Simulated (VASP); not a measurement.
# MgSi2N2 (Cmmm) in VASP: a series of runs

MgSi2N2 is run at these levels: PBE; tasks: single point, relaxation of cell and atoms.

Everything below comes from runs of VASP 6.6.1. Logs are shortened: lines on timing, memory, paths and dates and some standing lists are left out, and cuts for length are marked.

## (1) The cell of the first run

It takes space group Cmmm (No. 65, orthorhombic). Conventional cell: a = 3.346 Å, b = 8.126 Å, c = 5.428 Å, α = 90.00°, β = 90.00°, γ = 90.00°. Within 2.9 Å of Mg (site symmetry mmm) lie 4 N at 2.19 Å. Si (site symmetry m2m) has 2 N at 1.78 Å and 3 Si at 2.33 to 2.44 Å within 2.5 Å. Within 2.4 Å of N (site symmetry mm2) lie 2 Si at 1.78 Å and 2 Mg at 2.19 Å.

The cell was generated, and may not be a known phase.

## (2) Single point, PBE

Contents of INCAR:

```
PREC = Accurate ; ENCUT = 520
EDIFF = 1E-6 ; ISMEAR = 0
SIGMA = 0.1 ; LREAL = False
LASPH = True ; NELM = 80
ALGO = Normal ; ISIF = 2
LWAVE = False ; LCHARG = False
GGA = PE ; NBANDS = 18
```

Contents of KPOINTS:

```
regular mesh
0
Gamma
  12 12 8
```

Contents of POSCAR:

```
MgSi2N2
1.0
    1.6730037510     -4.0631458714      0.0000000000
    1.6730037510      4.0631458714      0.0000000000
    0.0000000000      0.0000000000      5.4280796715
Mg Si N
1 2 2
Direct
    0.5000000000      0.5000000000      0.5000000000
    0.1499326957      0.8500673043      0.0000000000
    0.8500673043      0.1499326957      0.0000000000
    0.0000000000      0.0000000000      0.2401471261
    0.0000000000      0.0000000000      0.7598528739
```

Potentials or basis: VASP PAW PBE potentials, release 64 (Mg, Si, N).

Command:

```bash
$ cat potpaw_PBE.64/Mg/POTCAR potpaw_PBE.64/Si/POTCAR potpaw_PBE.64/N/POTCAR > POTCAR
$ mpirun -np 1 vasp_std > vasp.out
```

OUTCAR:

```text
PREC = Accurate
   ENCUT = 520
   EDIFF = 1E-6
   ISMEAR = 0
   LREAL = False
   LASPH = True
   NELM = 80
   ISIF = 2
   GGA = PE

 ion  position               nearest neighbor table
   1  0.500  0.500  0.500-   4 2.19   5 2.19   4 2.19   5 2.19
   2  0.150  0.850  0.000-   4 1.78   5 1.78   3 2.33   3 2.33   3 2.44
   3  0.850  0.150  0.000-   4 1.78   5 1.78   2 2.33   2 2.33   2 2.44
   4  0.000  0.000  0.240-   2 1.78   3 1.78   1 2.19   1 2.19
   5  0.000  0.000  0.760-   2 1.78   3 1.78   1 2.19   1 2.19

  LATTYP: Found a base centered orthorhombic cell.
 ALAT       =     3.3460075020
 B/A-ratio  =     2.4286531748
 C/A-ratio  =     1.6222556788

  Lattice vectors:

 A1 = (   1.6730037510,  -4.0631458714,   0.0000000000)
 A2 = (   1.6730037510,   4.0631458714,   0.0000000000)
 A3 = (   0.0000000000,   0.0000000000,   5.4280796715)

Analysis of symmetry for initial positions (statically):
=====================================================================
 Subroutine PRICEL returns:
 Original cell was already a primitive cell.

 Routine SETGRP: Setting up the symmetry group for a
 base centered orthorhombic supercell.

 Subroutine GETGRP returns: Found  8 space group operations
 (whereof  8 operations were pure point group operations)
 out of a pool of  8 trial point group operations.

The static configuration has the point symmetry D_2h.

Analysis of symmetry for dynamics (positions and initial velocities):
=====================================================================
 Subroutine PRICEL returns:
 Original cell was already a primitive cell.

 Routine SETGRP: Setting up the symmetry group for a
 base centered orthorhombic supercell.

 Subroutine GETGRP returns: Found  8 space group operations
 (whereof  8 operations were pure point group operations)
 out of a pool of  8 trial point group operations.

The dynamic configuration has the point symmetry D_2h.

 Subroutine INISYM returns: Found  8 space group operations
 (whereof  8 operations are pure point group operations),
 and found     1 'primitive' translations

----------------------------------------------------------------------------------------

                                     Primitive cell

  volume of cell :      73.7965

  direct lattice vectors                    reciprocal lattice vectors
     1.673003751 -4.063145871  0.000000000     0.298863646 -0.123057359  0.000000000
     1.673003751  4.063145871  0.000000000     0.298863646  0.123057359  0.000000000
     0.000000000  0.000000000  5.428079671     0.000000000  0.000000000  0.184227215

  length of vectors
     4.394097851  4.394097851  5.428079671     0.323206733  0.323206733  0.184227215

  position of ions in fractional coordinates (direct lattice)
     0.500000000  0.500000000  0.500000000
     0.149932696  0.850067304  0.000000000
     0.850067304  0.149932696  0.000000000
     0.000000000  0.000000000  0.240147126
     0.000000000  0.000000000  0.759852874

  ion indices of the primitive-cell ions
   primitive index   ion index
                 1           1
                 2           2
                 3           3
                 4           4
                 5           5

----------------------------------------------------------------------------------------

 KPOINTS: regular mesh

Automatic generation of k-mesh.
 Grid dimensions read from file:
 generate k-points for:   12   12    8

 Generating k-lattice:

  Cartesian coordinates                     Fractional coordinates (reciprocal lattice)
     0.024905304 -0.010254780  0.000000000     0.083333333  0.000000000  0.000000000
     0.024905304  0.010254780  0.000000000     0.000000000  0.083333333  0.000000000
     0.000000000  0.000000000  0.023028402     0.000000000  0.000000000  0.125000000

  Length of vectors
     0.026933894  0.026933894  0.023028402

  Shift w.r.t. Gamma in fractional coordinates (k-lattice)
     0.000000000  0.000000000  0.000000000

 Subroutine IBZKPT returns following result:
 ===========================================

 Found    215 irreducible k-points:

 Following reciprocal coordinates:
            Coordinates               Weight
  0.000000  0.000000  0.000000      1.000000
  0.083333  0.000000  0.000000      4.000000
  0.166667  0.000000  0.000000      4.000000
  0.250000 -0.000000  0.000000      4.000000
  0.333333  0.000000  0.000000      4.000000
  0.416667 -0.000000  0.000000      4.000000
[... 16 lines left out ...]
  0.500000  0.166667  0.000000      4.000000
 -0.416667  0.166667  0.000000      4.000000
 [... further k-points ...]
   k-points           NKPTS =    215   k-points in BZ     NKDIM =    215   number of bands    NBANDS=     18
   number of dos      NEDOS =    301   number of ions     NIONS =      5
   total plane-waves  NPLWV =  51840
   dimension x,y,z NGX =    36 NGY =   36 NGZ =   40
   dimension x,y,z NGXF=    72 NGYF=   72 NGZF=   80
   ions per type =               1   2   2
   NGX,Y,Z   is equivalent  to a cutoff of  13.62, 13.62, 12.25 a.u.
   NGXF,Y,Z  is equivalent  to a cutoff of  27.24, 27.24, 24.50 a.u.
 SYSTEM =  unknown system
   PREC   = accura    normal or accurate (medium, high low for compatibility)
   ISTART =      0    job   : 0-new  1-cont  2-samecut
   ICHARG =      2    charge: 1-file 2-atom 10-const
   ISPIN  =      1    spin polarized calculation?
   LNONCOLLINEAR =      F non collinear calculations
   LSORBIT =      F    spin-orbit coupling
   LASPH  =      T    aspherical Exc in radial PAW
   ENCUT  =  520.0 eV  38.22 Ry    6.18 a.u.   8.17  8.17 10.09*2*pi/ulx,y,z
   NELM   =     80;   NELMIN=  2; NELMDL= -5     # of ELM steps
   EDIFF  = 0.1E-05   stopping-criterion for ELM
   LREAL  =      F    real-space projection
   EDIFFG = 0.1E-04   stopping-criterion for IOM
   NSW    =      0    number of steps for IOM
   IBRION =     -1    ionic relax: 0-MD 1-quasi-New 2-CG
   NFREE  =      0    steps in history (QN), initial steepest desc. (CG)
   ISIF   =      2    stress and relaxation
   ISYM   =      2    0-nonsym 1-usesym 2-fastsym
   POTIM  = 0.5000    time-step for ionic-motion
   TEBEG  =    0.0;   TEEND  =   0.0 temperature during run
   PSTRESS=    0.0 pullay stress
   NELECT =      20.0000    total number of electrons
   NUPDOWN=      -1.0000    fix difference up-down
   EMIN   =  10.00;   EMAX   =-10.00  energy-range for DOS
   EFERMI =   0.00;   METHOD = LEGACY
   ISMEAR =     0;   SIGMA  =   0.10  broadening in eV -4-tet -1-fermi 0-gaus
   EFERMI_NEDOS =   21; number of points for ismear=-14 and -15
   IALGO  =     38    algorithm
   IMIX   =      4    mixing-type and parameters
     AMIX     =   0.40;   BMIX     =  1.00
     AMIX_MAG =   1.60;   BMIX_MAG =  1.00
  volume/ion in A,a.u.               =      14.76        99.60
  Fermi-wavevector in a.u.,A,eV,Ry     =   1.059432  2.002036 15.271120  1.122396
  Thomas-Fermi vector in A             =   2.194777
   LORBIT       =      0    0 simple, 1 ext, 2 COOP (PROOUT), +10 PAW based schemes
   GGA     = PE    functional components
   LHFCALC =     F    Hartree Fock is set to
   AEXX    =    0.0000 exact exchange contribution
   IVDW    =     0    specifies the selected vdW correction
   LEPSILON=     F    determine dielectric tensor
   LRPA    =     F    only Hartree local field effects (RPA)
 non-spin polarized calculation
 Gauss-broadening in eV      SIGMA  =   0.10
  energy-cutoff  :      520.00
  volume of cell :       73.80
 maximum number of plane-waves:      2010
 NGX is ok and might be reduce to    36
   NGX = 17   NGY = 17   NGZ = 21

 number of electron      20.0000000 magnetization

 Free energy of the ion-electron system (eV)
  ---------------------------------------------------
  ext. energy  EPLUGINS =         0.00000000
  ---------------------------------------------------
  free energy    TOTEN  =       -31.29435185 eV

  energy without entropy =      -31.29053806  energy(sigma->0) =      -31.29244495

 E-fermi :   5.7865     XC(G=0):  -9.4281

 val. band max:        5.7844912285   @ k =  -0.2500   0.1667   0.2500
 cond. band min:       5.7963083232   @ k =  -0.1667   0.0833   0.0000
 fundamental gap:      0.0118170947
 Fermi energy:         5.7864972849

 k-point     1 :       0.0000    0.0000    0.0000
  band No.  band energies     occupation
      1     -11.9156      2.00000
      2      -9.3007      2.00000
      3      -3.3532      2.00000
      4      -1.5528      2.00000
      5      -1.2523      2.00000
      6       0.8567      2.00000
[... 10 lines left out ...]
     17      13.7951      0.00000
     18      13.9006      0.00000

 k-point     2 :       0.0833    0.0000    0.0000
  band No.  band energies     occupation
      1     -11.8794      2.00000
      2      -9.2809      2.00000
      3      -3.3521      2.00000
      4      -1.6918      2.00000
      5      -1.0150      2.00000
      6       0.8354      2.00000
[... 10 lines left out ...]
     17      13.6855      0.00000
     18      14.0212      0.00000

 k-point     3 :       0.1667    0.0000    0.0000
  band No.  band energies     occupation
      1     -11.7777      2.00000
      2      -9.2259      2.00000
      3      -3.3463      2.00000
      4      -1.7900      2.00000
      5      -0.6784      2.00000
      6       0.7811      2.00000
[... 10 lines left out ...]
     17      12.8831      0.00000
     18      13.6733      0.00000

 k-point     4 :       0.2500   -0.0000    0.0000
  band No.  band energies     occupation
      1     -11.6326      2.00000
      2      -9.1487      2.00000
      3      -3.3232      2.00000
      4      -1.7737      2.00000
      5      -0.4795      2.00000
      6       0.7135      2.00000
[... 375 lines left out ...]
      4      -1.7263      2.00000
      5      -1.2329      2.00000
      6       0.4556      2.00000
[... 10 lines left out ...]
     17      13.1148      0.00000
     18      14.3773      0.00000

 k-point    23 :       0.5000    0.1667    0.0000
  band No.  band energies     occupation
      1     -11.3944      2.00000
      2      -9.0402      2.00000
      3      -3.9279      2.00000
      4      -1.6536      2.00000
      5      -0.8020      2.00000
      6       0.3116      2.00000
[... 10 lines left out ...]
     17      12.9670      0.00000
     18      14.7060      0.00000

 k-point    24 :      -0.4167    0.1667    0.0000
  band No.  band energies     occupation
      1     -11.5213      2.00000
      2      -9.1100      2.00000
      3      -4.2066      2.00000
      4      -1.7787      2.00000
      5      -0.0749      2.00000
      6       0.2285      2.00000
[... 10 lines left out ...]
     17      13.2060      0.00000
     18      14.4487      0.00000

 [... further k-points ...]
[... 5 lines left out ...]
  --------------------------------------------------------------------------------------
  -------------------------------------------------------------------------------------
  Total       -0.1251439     -0.0866851     -0.0551781      0.0000000      0.0000000      0.0000000
  in kB       -2.7169685     -1.8819994     -1.1979589      0.0000000      0.0000000      0.0000000
  external PRESSURE =      -1.9323089 kB  Pullay stress =       0.0000000 kB

 VOLUME and BASIS-vectors are now :
 -----------------------------------------------------------------------------
  energy-cutoff  :      520.00
  volume of cell :       73.80
      direct lattice vectors                 reciprocal lattice vectors
     1.673003751 -4.063145871  0.000000000     0.298863646 -0.123057359  0.000000000
     1.673003751  4.063145871  0.000000000     0.298863646  0.123057359  0.000000000
     0.000000000  0.000000000  5.428079671     0.000000000  0.000000000  0.184227215

 POSITION                                       TOTAL-FORCE (eV/Angst)
 -----------------------------------------------------------------------------------
      1.67300      0.00000      2.71404        -0.000000     -0.000000      0.000000
      1.67300      2.84475      0.00000        -0.000000     -0.014478      0.000000
      1.67300     -2.84475      0.00000        -0.000000      0.014478      0.000000
      0.00000      0.00000      1.30354        -0.000000     -0.000000      0.017893
      0.00000      0.00000      4.12454         0.000000     -0.000000     -0.017893
 -----------------------------------------------------------------------------------
    total drift:                               -0.000000      0.000000      0.000000

  FREE ENERGIE OF THE ION-ELECTRON SYSTEM (eV)
  ---------------------------------------------------
  free  energy   TOTEN  =       -31.2943518460 eV

  energy  without entropy=      -31.2905380608  energy(sigma->0) =      -31.29244495
```

It took 3.8 min on 1 thread of Intel Xeon Platinum 8259CL at 2.50GHz (Skylake/Cascade Lake), shared host; peak memory 0.43 GiB.

What came out:

```yaml
Free_energy: -31.2944 eV
Pressure: -0.2 GPa
Largest_force: 0.018 eV/Å
Band_gap_on_the_k_mesh: zero (bands 10 and 11 overlap by 1.77 eV)
```

Forces in eV/Å, atoms in the order of the input:
```
Mg   0.000  0.000  0.000
Si   0.000 -0.014  0.000
Si   0.000  0.014  0.000
N    0.000  0.000  0.018
N    0.000  0.000 -0.018
```

Stress tensor (GPa, compression positive):
```
-0.27  0.00  0.00
 0.00 -0.19  0.00
 0.00  0.00 -0.12
```

## (3) Single point, PBE, collinear spin, ferromagnetic start

Contents of INCAR:

```
SYSTEM = MgSi2N2
  ALGO = Normal
  EDIFF = 1E-7
  ENCUT = 520
  GGA = PE
  ISIF = 2
  ISMEAR = 0
  ISPIN = 2
  LASPH = .True.
  LCHARG = .False.
  LORBIT = 11
  LREAL = .False.
  LWAVE = .False.
  MAGMOM = 0 0 0 1 1
  NBANDS = 22
  NELM = 150
  PREC = Accurate
  SIGMA = 0.1
```

Contents of KPOINTS:

```
k-points
0
Gamma
  6 6 4
  0 0 0
```

Contents of POSCAR:

```
MgSi2N2
1.0
    1.6694798025     -4.0647581324      0.0000000000
    1.6694798025      4.0647581324      0.0000000000
    0.0000000000      0.0000000000      5.4323017717
Mg Si N
1 2 2
Direct
    0.5000000000      0.5000000000      0.5000000000
    0.1496945173      0.8503054827      0.0000000000
    0.8503054827      0.1496945173      0.0000000000
    0.0000000000      0.0000000000      0.2404308763
    0.0000000000      0.0000000000      0.7595691237
```

Potentials or basis: VASP PAW PBE potentials, release 64 (Mg, Si, N).

Command:

```bash
$ cat potpaw_PBE.64/Mg/POTCAR potpaw_PBE.64/Si/POTCAR potpaw_PBE.64/N/POTCAR > POTCAR
$ mpirun -np 1 vasp_std > vasp.out
```

Wall time 2.3 min (1 thread of Intel Xeon Platinum 8259CL at 2.50GHz (Skylake/Cascade Lake), shared host); peak memory 0.31 GiB.

The run converged. Its results:

```yaml
Free_energy: -31.3147 eV
Pressure: -0.1 GPa
Largest_force: 0.029 eV/Å
Band_gap_on_the_k_mesh: zero (filled and empty bands overlap)
Net_moment: 0.00 μB per cell
Valence_electrons_inside_the_program's_atomic_spheres: Mg 0.32; Si 1.67; N 3.79
```

Forces in eV/Å, atoms in the order of the input:
```
Mg   0.000  0.000  0.000
Si   0.000 -0.029  0.000
Si   0.000  0.029  0.000
N    0.000  0.000  0.023
N    0.000  0.000 -0.023
```

Stress tensor (GPa, compression positive):
```
-0.14  0.00  0.00
 0.00 -0.19  0.00
 0.00  0.00 -0.07
```

Levels at points of the mesh, in eV from the Fermi level:
Spin up:
| k point | band 8 | band 9 | band 10 | band 11 | band 12 | band 13 |
| --- | --- | --- | --- | --- | --- | --- |
| (0.00, 0.00, 0.00) | -2.33 | -2.27 | -0.67 | 0.11 | 1.40 | 2.53 |
| (0.50, 0.00, 0.00) | -4.11 | -2.75 | -2.21 | 1.75 | 2.18 | 3.22 |
| (0.50, 0.50, 0.00) | -2.38 | -2.29 | 0.23 | 1.08 | 1.45 | 2.52 |
| (0.00, 0.00, 0.50) | -3.62 | -2.50 | -1.66 | 0.14 | 2.72 | 4.46 |
| (0.50, 0.00, 0.50) | -4.83 | -4.34 | -2.35 | 0.64 | 3.26 | 3.47 |
| (0.50, 0.50, 0.50) | -3.14 | -2.62 | 0.69 | 1.43 | 1.55 | 3.67 |
Spin down:
| k point | band 6 | band 7 | band 8 | band 9 | band 10 | band 11 | band 12 | band 13 | band 14 | band 15 |
| --- | --- | --- | --- | --- | --- | --- | --- | --- | --- | --- |
| (0.00, 0.00, 0.00) | -5.03 | -3.76 | -2.33 | -2.27 | -0.67 | 0.11 | 1.40 | 2.53 | 4.15 | 4.61 |
| (0.50, 0.00, 0.00) | -6.16 | -5.30 | -4.11 | -2.75 | -2.21 | 1.75 | 2.18 | 3.22 | 3.91 | 3.93 |
| (0.50, 0.50, 0.00) | -4.23 | -3.58 | -2.38 | -2.29 | 0.23 | 1.08 | 1.45 | 2.52 | 4.43 | 6.06 |
| (0.00, 0.00, 0.50) | -5.33 | -5.04 | -3.62 | -2.50 | -1.66 | 0.14 | 2.72 | 4.46 | 4.52 | 5.87 |
| (0.50, 0.00, 0.50) | -5.74 | -5.40 | -4.83 | -4.34 | -2.35 | 0.64 | 3.26 | 3.47 | 3.96 | 5.59 |
| (0.50, 0.50, 0.50) | -4.81 | -4.10 | -3.14 | -2.62 | 0.69 | 1.43 | 1.55 | 3.67 | 4.32 | 4.54 |

## (4) Relaxation of cell and atoms, PBE

Contents of INCAR:

```
SYSTEM = MgSi2N2
PREC = Accurate ; ENCUT = 600
EDIFF = 1E-6 ; ISMEAR = 0
SIGMA = 0.1 ; LREAL = .False.
LASPH = .True. ; NELM = 100
ALGO = Normal ; ISIF = 3
LWAVE = .False. ; LCHARG = .False.
GGA = PE ; IBRION = 2
NSW = 100 ; EDIFFG = -0.01
```

Contents of KPOINTS:

```
regular mesh
0
Gamma
  12 12 8
  0 0 0
```

POSCAR is that of step 3.

Command:

```bash
$ cat potpaw_PBE.64/Mg/POTCAR potpaw_PBE.64/Si/POTCAR potpaw_PBE.64/N/POTCAR > POTCAR
$ mpirun -np 1 vasp_std > vasp.out
```

Run time: 8 min. Hardware: 1 thread of Intel Xeon Platinum 8259CL at 2.50GHz (Skylake/Cascade Lake), shared host; peak memory 0.47 GiB.

Results (log left out):

```
Free energy                           : -31.2977 eV
Relaxed volume                        : 14.72 Å³/atom
Relaxed cell                          : a = 4.392 Å, b = 4.392 Å, c = 5.425 Å, α = 90.00°, β = 90.00°, γ = 135.32°
Space group after relaxing (to 0.1 Å) : Cmmm (No. 65)
Energy gained by relaxing             : 0.1 meV/atom
Ionic steps                           : 6
Pressure after relaxing               : 0.0 GPa
Largest force after relaxing          : 0.008 eV/Å
Band gap on the k mesh                : zero (bands 10 and 11 overlap by 1.78 eV)
```

Forces in eV/Å, atoms in the order of the input:
```
Mg   0.000  0.000  0.000
Si   0.000  0.008  0.000
Si   0.000 -0.008  0.000
N    0.000  0.000  0.001
N    0.000  0.000 -0.001
```

Stress tensor (GPa, compression positive):
```
 0.06  0.00  0.00
 0.00 -0.08  0.00
 0.00  0.00 -0.03
```

The path:
| step | energy change (eV) | largest force (eV/Å) | pressure (GPa) | volume (Å³) |
| --- | --- | --- | --- | --- |
| 1 | 0.0000 | 0.0572 | -0.28 | 73.73 |
| 2 | 0.0000 | 0.0813 | 0.29 | 73.45 |
| 3 | -0.0003 | 0.0161 | 0.01 | 73.58 |
| 4 | -0.0003 | 0.0162 | 0.01 | 73.59 |
| 5 | -0.0004 | 0.0223 | -0.03 | 73.59 |
| 6 | -0.0004 | 0.0077 | -0.02 | 73.59 |

Final structure:
```xyz
5
Lattice="1.6694 -4.0624 0.0000 1.6694 4.0624 0.0000 0.0000 0.0000 5.4254" Properties=species:S:1:pos:R:3 pbc="T T T"
Mg    1.6694    0.0000    2.7127
Si    1.6694    2.8443    0.0000
Si    1.6694   -2.8443    0.0000
N     0.0000    0.0000    1.3035
N     0.0000    0.0000    4.1219
```

Levels at points of the mesh, in eV from the Fermi level:
```
           k point  band 6  band 7  band 8  band 9  band 10  band 11  band 12  band 13  band 14
(0.00, 0.00, 0.00)   -4.94   -3.68   -2.22   -2.19    -0.58     0.18     1.51     2.62     4.26
(0.50, 0.00, 0.00)   -6.08   -5.21   -4.02   -2.67    -2.11     1.84     2.29     3.33     4.04
(0.50, 0.50, 0.00)   -4.15   -3.49   -2.29   -2.18     0.33     1.18     1.53     2.62     4.54
(0.00, 0.00, 0.50)   -5.23   -4.93   -3.54   -2.41    -1.57     0.21     2.80     4.57     4.63
(0.50, 0.00, 0.50)   -5.65   -5.30   -4.74   -4.24    -2.27     0.74     3.36     3.58     4.08
(0.50, 0.50, 0.50)   -4.70   -4.02   -3.06   -2.54     0.78     1.53     1.63     3.79     4.42
```

## (5) The runs side by side

| task | spin | cell | k mesh | cutoff (eV) | gap on the mesh (eV) | pressure (GPa) | largest force (eV/Å) |
| --- | --- | --- | --- | --- | --- | --- | --- |
| single point | off | a = 4.394, b = 4.394, c = 5.428 Å, angles 90.0, 90.0, 135.2°, 5 atoms, atomic positions A | 12 × 12 × 8 | 520 | none | -0.2 | 0.02 |
| single point | collinear, ferromagnetic start | a = 4.394, b = 4.394, c = 5.432 Å, angles 90.0, 90.0, 135.3°, 5 atoms, atomic positions B | 6 × 6 × 4 | 520 | none | -0.1 | 0.03 |
| relaxation of cell and atoms | off | relaxed from a = 4.394, b = 4.394, c = 5.432 Å, angles 90.0, 90.0, 135.3°, 5 atoms, atomic positions B | 12 × 12 × 8 | 600 | none | 0.0 | 0.01 |

Alike in all rows: level PBE; potentials or basis VASP PAW PBE potentials, release 64 (Mg, Si, N); smearing gaussian 0.1 eV.

Absolute energies hang on the potentials; compare differences alone.

The gap in the log of VASP goes by the Fermi energy; the results here count the filled bands.